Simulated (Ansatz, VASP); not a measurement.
## HfO2 in VASP and in Ansatz

```
Hf O
1.0
     0.00000    2.55750    2.55750
     2.55750    0.00000    2.55750
     2.55750    2.55750    0.00000
Hf O
1 2
Cartesian
  0.0000 0.0000 0.0000
  1.2788 1.2788 1.2788
  3.8363 3.8363 3.8363
```

Alike in both runs: task relaxation of cell and atoms; functional RPBE; k mesh 6 × 6 × 6; no spin polarisation.

|  | VASP | Ansatz |
| --- | --- | --- |
| version | VASP 6.6.1 | Ansatz 0.2.0 |
| potentials or method | VASP PAW PBE potentials, release 64 (Hf_pv, O) | plane waves, PAW |
| plane-wave cutoff (eV) | 600 | 420 |
| occupations | gaussian, width 0.01 eV | fixed |
| valence electrons in the cell | 22 | 38 |

VASP gave:

| Quantity | Value |
| --- | --- |
| relaxed volume (Å³/atom) | 11.09 |
| relaxed cell length with the largest relative difference (Å) | 3.610 |

Question: What did Ansatz give for the same quantities?

Answer: Relaxed volume (Å³/atom): 11.27; relaxed cell length with the largest relative difference (Å): 3.630.

VASP's potentials were made for PBE, not for RPBE. VASP's potentials hold 22 valence electrons a cell and Ansatz's 38, so a difference there can come from the potentials and not from the codes.

Spin-orbit coupling is off throughout.
